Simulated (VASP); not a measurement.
# SiC (F-43m) in VASP: notebook

Runs on SiC. Level: LDA. Tasks: single point.

Program: VASP 6.6.1. These are calculated values, not measurements. Logs are shortened: lines on timing, memory, paths and dates and some standing lists are left out, and cuts for length are marked.

**What was measured.**

From “Insight into the structural, elastic and electronic properties of a new orthorhombic 6O-SiC polytype”, 2020, pmc:7200658, for a bulk crystal of SiC: band gap 2.4 eV (indirect).

How close the calculation comes is told below.

**1. The cell of the first run**

It takes space group F-43m (No. 216, cubic). The conventional cell has a = 4.329 Å, b = 4.329 Å, c = 4.329 Å, α = 90.00°, β = 90.00°, γ = 90.00°. Si (site symmetry -43m) has 4 C at 1.87 Å within 2.5 Å. Within 2.5 Å of C (site symmetry -43m) lie 4 Si at 1.87 Å.

**2. Single point, LDA**

Input file INCAR:

```
SYSTEM = SiC
ALGO = Normal
EDIFF = 1E-6
ENCUT = 520
GGA = CA
ISIF = 2
ISMEAR = 0
LASPH = .TRUE.
LCHARG = .FALSE.
LREAL = .FALSE.
LWAVE = .FALSE.
NBANDS = 11
NELM = 80
PREC = Accurate
SIGMA = 0.02
```

Input file KPOINTS:

```
k-points
0
G
  12 12 12
  0 0 0
```

Input file POSCAR:

```
SiC
1.0
    0.0000000000      2.1645640343      2.1645640343
    2.1645640343      0.0000000000      2.1645640343
    2.1645640343      2.1645640343      0.0000000000
Si C
1 1
Direct
    0.0000000000      0.0000000000      0.0000000000
    0.7500000000      0.7500000000      0.7500000000
```

Potentials or basis: VASP PAW LDA potentials, release 64 (Si, C).

Run with:

```sh
cat potpaw_LDA.64/Si/POTCAR potpaw_LDA.64/C/POTCAR > POTCAR
mpirun -np 1 vasp_std > vasp.out
```

OUTCAR:

```text
SYSTEM = SiC
   EDIFF = 1E-6
   ENCUT = 520
   GGA = CA
   ISIF = 2
   ISMEAR = 0
   LASPH = .TRUE.
   LREAL = .FALSE.
   NELM = 80
   PREC = Accurate

 ion  position               nearest neighbor table
   1  0.000  0.000  0.000-   2 1.87   2 1.87   2 1.87   2 1.87
   2  0.750  0.750  0.750-   1 1.87   1 1.87   1 1.87   1 1.87

  LATTYP: Found a face centered cubic cell.
 ALAT       =     4.3291280686

  Lattice vectors:

 A1 = (   0.0000000000,   2.1645640343,   2.1645640343)
 A2 = (   2.1645640343,   0.0000000000,   2.1645640343)
 A3 = (   2.1645640343,   2.1645640343,   0.0000000000)

Analysis of symmetry for initial positions (statically):
=====================================================================
 Subroutine PRICEL returns:
 Original cell was already a primitive cell.

 Routine SETGRP: Setting up the symmetry group for a
 face centered cubic supercell.

 Subroutine GETGRP returns: Found 24 space group operations
 (whereof 24 operations were pure point group operations)
 out of a pool of 48 trial point group operations.

The static configuration has the point symmetry T_d .

Analysis of symmetry for dynamics (positions and initial velocities):
=====================================================================
 Subroutine PRICEL returns:
 Original cell was already a primitive cell.

 Routine SETGRP: Setting up the symmetry group for a
 face centered cubic supercell.

 Subroutine GETGRP returns: Found 24 space group operations
 (whereof 24 operations were pure point group operations)
 out of a pool of 48 trial point group operations.

The dynamic configuration has the point symmetry T_d .

 Subroutine INISYM returns: Found 24 space group operations
 (whereof 24 operations are pure point group operations),
 and found     1 'primitive' translations

----------------------------------------------------------------------------------------

                                     Primitive cell

  volume of cell :      20.2834

  direct lattice vectors                    reciprocal lattice vectors
     0.000000000  2.164564034  2.164564034    -0.230993397  0.230993397  0.230993397
     2.164564034  0.000000000  2.164564034     0.230993397 -0.230993397  0.230993397
     2.164564034  2.164564034  0.000000000     0.230993397  0.230993397 -0.230993397

  length of vectors
     3.061155814  3.061155814  3.061155814     0.400092300  0.400092300  0.400092300

  position of ions in fractional coordinates (direct lattice)
     0.000000000  0.000000000  0.000000000
     0.750000000  0.750000000  0.750000000

  ion indices of the primitive-cell ions
   primitive index   ion index
                 1           1
                 2           2

----------------------------------------------------------------------------------------

 KPOINTS: k-points

Automatic generation of k-mesh.
 Grid dimensions read from file:
 generate k-points for:   12   12   12

 Generating k-lattice:

  Cartesian coordinates                     Fractional coordinates (reciprocal lattice)
    -0.019249450  0.019249450  0.019249450     0.083333333  0.000000000  0.000000000
     0.019249450 -0.019249450  0.019249450     0.000000000  0.083333333  0.000000000
     0.019249450  0.019249450 -0.019249450     0.000000000  0.000000000  0.083333333

  Length of vectors
     0.033341025  0.033341025  0.033341025

  Shift w.r.t. Gamma in fractional coordinates (k-lattice)
     0.000000000  0.000000000  0.000000000

 Subroutine IBZKPT returns following result:
 ===========================================

 Found     72 irreducible k-points:

 Following reciprocal coordinates:
            Coordinates               Weight
  0.000000  0.000000  0.000000      1.000000
  0.083333  0.000000  0.000000      8.000000
  0.166667  0.000000  0.000000      8.000000
  0.250000  0.000000  0.000000      8.000000
  0.333333  0.000000  0.000000      8.000000
  0.416667  0.000000  0.000000      8.000000
[... 16 lines left out ...]
  0.500000  0.166667  0.000000     24.000000
 -0.416667  0.166667  0.000000     24.000000
 [... further k-points ...]
   k-points           NKPTS =     72   k-points in BZ     NKDIM =     72   number of bands    NBANDS=     11
   number of dos      NEDOS =    301   number of ions     NIONS =      2
   total plane-waves  NPLWV =  13824
   dimension x,y,z NGX =    24 NGY =   24 NGZ =   24
   dimension x,y,z NGXF=    48 NGYF=   48 NGZF=   48
   ions per type =               1   1
   NGX,Y,Z   is equivalent  to a cutoff of  13.03, 13.03, 13.03 a.u.
   NGXF,Y,Z  is equivalent  to a cutoff of  26.07, 26.07, 26.07 a.u.
 SYSTEM =  SiC
   PREC   = accura    normal or accurate (medium, high low for compatibility)
   ISTART =      0    job   : 0-new  1-cont  2-samecut
   ICHARG =      2    charge: 1-file 2-atom 10-const
   ISPIN  =      1    spin polarized calculation?
   LNONCOLLINEAR =      F non collinear calculations
   LSORBIT =      F    spin-orbit coupling
   LASPH  =      T    aspherical Exc in radial PAW
   ENCUT  =  520.0 eV  38.22 Ry    6.18 a.u.   5.69  5.69  5.69*2*pi/ulx,y,z
   NELM   =     80;   NELMIN=  2; NELMDL= -5     # of ELM steps
   EDIFF  = 0.1E-05   stopping-criterion for ELM
   LREAL  =      F    real-space projection
   EDIFFG = 0.1E-04   stopping-criterion for IOM
   NSW    =      0    number of steps for IOM
   IBRION =     -1    ionic relax: 0-MD 1-quasi-New 2-CG
   NFREE  =      0    steps in history (QN), initial steepest desc. (CG)
   ISIF   =      2    stress and relaxation
   ISYM   =      2    0-nonsym 1-usesym 2-fastsym
   POTIM  = 0.5000    time-step for ionic-motion
   TEBEG  =    0.0;   TEEND  =   0.0 temperature during run
   PSTRESS=    0.0 pullay stress
   NELECT =       8.0000    total number of electrons
   NUPDOWN=      -1.0000    fix difference up-down
   EMIN   =  10.00;   EMAX   =-10.00  energy-range for DOS
   EFERMI =   0.00;   METHOD = LEGACY
   ISMEAR =     0;   SIGMA  =   0.02  broadening in eV -4-tet -1-fermi 0-gaus
   EFERMI_NEDOS =   21; number of points for ismear=-14 and -15
   IALGO  =     38    algorithm
   IMIX   =      4    mixing-type and parameters
     AMIX     =   0.40;   BMIX     =  1.00
     AMIX_MAG =   1.60;   BMIX_MAG =  1.00
  volume/ion in A,a.u.               =      10.14        68.44
  Fermi-wavevector in a.u.,A,eV,Ry     =   1.200580  2.268767 19.611329  1.441392
  Thomas-Fermi vector in A             =   2.336412
   LORBIT       =      0    0 simple, 1 ext, 2 COOP (PROOUT), +10 PAW based schemes
   GGA     = CA    functional components
   LHFCALC =     F    Hartree Fock is set to
   AEXX    =    0.0000 exact exchange contribution
   IVDW    =     0    specifies the selected vdW correction
   LEPSILON=     F    determine dielectric tensor
   LRPA    =     F    only Hartree local field effects (RPA)
 non-spin polarized calculation
 Gauss-broadening in eV      SIGMA  =   0.02
  energy-cutoff  :      520.00
  volume of cell :       20.28
 maximum number of plane-waves:       568
   NGX = 11   NGY = 11   NGZ = 11

 number of electron       8.0000000 magnetization

 Free energy of the ion-electron system (eV)
  ---------------------------------------------------
  ext. energy  EPLUGINS =         0.00000000
  ---------------------------------------------------
  free energy    TOTEN  =       -16.64264750 eV

  energy without entropy =      -16.64264750  energy(sigma->0) =      -16.64264750

 E-fermi :   8.4802     XC(G=0): -11.6417

 val. band max:        8.2899160048   @ k =   0.0000   0.0000   0.0000
 cond. band min:       9.5774655174   @ k =   0.5000   0.5000   0.0000
 fundamental gap:      1.2875495126
 Fermi energy:         8.4802043024

 k-point     1 :       0.0000    0.0000    0.0000
  band No.  band energies     occupation
      1      -7.1825      2.00000
      2       8.2899      2.00000
      3       8.2899      2.00000
      4       8.2899      2.00000
      5      14.8173      0.00000
      6      15.6197      0.00000
      7      15.6197      0.00000
      8      15.6197      0.00000
      9      22.8655      0.00000
     10      22.8655      0.00000
     11      24.7716      0.00000

 k-point     2 :       0.0833    0.0000    0.0000
  band No.  band energies     occupation
      1      -7.0441      2.00000
      2       7.5699      2.00000
      3       8.1941      2.00000
      4       8.1941      2.00000
      5      14.9939      0.00000
      6      15.7970      0.00000
      7      15.7970      0.00000
      8      15.8154      0.00000
      9      22.0949      0.00000
     10      22.0949      0.00000
     11      24.6496      0.00000

 k-point     3 :       0.1667    0.0000    0.0000
  band No.  band energies     occupation
      1      -6.6327      2.00000
      2       5.9241      2.00000
      3       7.9572      2.00000
      4       7.9572      2.00000
      5      14.7749      0.00000
      6      16.1389      0.00000
      7      16.1389      0.00000
      8      16.7579      0.00000
      9      21.2881      0.00000
     10      21.2881      0.00000
     11      23.9249      0.00000

 k-point     4 :       0.2500    0.0000    0.0000
  band No.  band energies     occupation
      1      -5.9618      2.00000
      2       3.9843      2.00000
      3       7.6792      2.00000
      4       7.6792      2.00000
      5      14.4085      0.00000
      6      16.2110      0.00000
      7      16.2110      0.00000
      8      17.7213      0.00000
      9      21.4350      0.00000
     10      21.4350      0.00000
     11      23.4214      0.00000
[... 239 lines left out ...]
 k-point    22 :       0.4167    0.1667    0.0000
  band No.  band energies     occupation
      1      -4.2816      2.00000
      2       1.8002      2.00000
      3       5.9632      2.00000
      4       6.4331      2.00000
      5      13.0487      0.00000
      6      16.2469      0.00000
      7      17.5988      0.00000
      8      17.8521      0.00000
      9      21.7799      0.00000
     10      25.6395      0.00000
     11      26.2390      0.00000

 k-point    23 :       0.5000    0.1667    0.0000
  band No.  band energies     occupation
      1      -3.3566      2.00000
      2       0.4259      2.00000
      3       5.4982      2.00000
      4       6.5173      2.00000
      5      13.1018      0.00000
      6      16.1837      0.00000
      7      17.1548      0.00000
      8      18.9857      0.00000
      9      22.2517      0.00000
     10      25.6317      0.00000
     11      26.5309      0.00000

 k-point    24 :      -0.4167    0.1667    0.0000
  band No.  band energies     occupation
      1      -3.1611      2.00000
      2       0.1704      2.00000
      3       5.1773      2.00000
      4       6.7617      2.00000
      5      13.4140      0.00000
      6      16.0984      0.00000
      7      16.8319      0.00000
      8      19.5122      0.00000
      9      22.9797      0.00000
     10      23.7339      0.00000
     11      26.5196      0.00000

 [... further k-points ...]
[... 5 lines left out ...]
  --------------------------------------------------------------------------------------
  -------------------------------------------------------------------------------------
  Total        0.0496953      0.0496953      0.0496953     -0.0000000      0.0000000     -0.0000000
  in kB        3.9254031      3.9254031      3.9254031     -0.0000000      0.0000000     -0.0000000
  external PRESSURE =       3.9254031 kB  Pullay stress =       0.0000000 kB

 VOLUME and BASIS-vectors are now :
 -----------------------------------------------------------------------------
  energy-cutoff  :      520.00
  volume of cell :       20.28
      direct lattice vectors                 reciprocal lattice vectors
     0.000000000  2.164564034  2.164564034    -0.230993397  0.230993397  0.230993397
     2.164564034  0.000000000  2.164564034     0.230993397 -0.230993397  0.230993397
     2.164564034  2.164564034  0.000000000     0.230993397  0.230993397 -0.230993397

 POSITION                                       TOTAL-FORCE (eV/Angst)
 -----------------------------------------------------------------------------------
      0.00000      0.00000      0.00000        -0.000000      0.000000      0.000000
      3.24685      3.24685      3.24685         0.000000     -0.000000     -0.000000
 -----------------------------------------------------------------------------------
    total drift:                               -0.000000     -0.000000     -0.000000

  FREE ENERGIE OF THE ION-ELECTRON SYSTEM (eV)
  ---------------------------------------------------
  free  energy   TOTEN  =       -16.6426475039 eV

  energy  without entropy=      -16.6426475039  energy(sigma->0) =      -16.64264750
```

Wall time 11 s (1 thread of AMD EPYC 7R43 (Zen 3), shared host); peak memory 0.1 GiB.

Results:

| Item | Value |
| --- | --- |
| Free energy | -16.6426 eV |
| Pressure | 0.4 GPa |
| Band gap on the k mesh | 1.29 eV, indirect (least direct gap 4.52 eV) |

Levels at points of the mesh, in eV from the valence-band top:
| k point | band 1 | band 2 | band 3 | band 4 | band 5 | band 6 | band 7 | band 8 | band 9 |
| --- | --- | --- | --- | --- | --- | --- | --- | --- | --- |
| (0.00, 0.00, 0.00) | -15.47 | 0.00 | 0.00 | 0.00 | 6.53 | 7.33 | 7.33 | 7.33 | 14.58 |
| (0.50, 0.00, 0.00) | -11.78 | -8.67 | -1.06 | -1.06 | 5.57 | 7.21 | 7.21 | 10.03 | 16.17 |
| (0.50, 0.50, 0.00) | -10.28 | -7.88 | -3.23 | -3.23 | 1.29 | 4.26 | 14.06 | 14.06 | 14.82 |

(Continued in part 2 of 2.)
